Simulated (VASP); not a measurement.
Write the native input for VASP 6.6.1 that does the following.

```
Task                   : single point
Functional             : LDA
Potentials or basis    : VASP PAW LDA potentials, release 64 (H)
Cutoff                 : 500 eV
k mesh                 : 12 × 12 × 12
Occupations            : gaussian, width 0.01 eV
Spin                   : no spin polarisation
Dipole correction      : no
Further INCAR settings : ALGO = Normal; EDIFF = 1e-06; NBANDS = 8
```

The structure of H lies in POSCAR:

```
H
1.0
   -1.1021085528      1.1021085528      1.5690424433
    1.1021085528     -1.1021085528      1.5690424433
    1.1021085528      1.1021085528     -1.5690424433
H
2
Direct
    0.8782985272      0.8782985272      0.0000000000
    0.1217014728      0.1217014728      0.0000000000
```

The input as run:

INCAR

```
SYSTEM = H
  ALGO = Normal
  EDIFF = 1E-6
  ENCUT = 500
  GGA = CA
  GGA_COMPAT = .False.
  ISIF = 2
  ISMEAR = 0
  LASPH = .True.
  LCHARG = .False.
  LREAL = .False.
  LWAVE = .False.
  NBANDS = 8
  NELM = 120
  PREC = Accurate
  SIGMA = 0.01
```

KPOINTS

```
k-points
0
Gamma
  12 12 12
  0 0 0
```

Potentials or basis: VASP PAW LDA potentials, release 64 (H).

The run is started by

```bash
$ cat potpaw_LDA.64/H/POTCAR > POTCAR
$ mpirun -np 1 vasp_std > vasp.out
```

It gave:

The pressure is 19.3 GPa. The largest force is 0.018 eV/Å. The band gap on the k mesh is 4.48 eV (least direct gap 4.94 eV).

Caveat: the cell stands under pressure.

Run time: 2.6 s on 1 thread of Intel(R) Xeon(R) 6975P-C (Granite Rapids), on a shared host, peak memory 0.1 GiB.
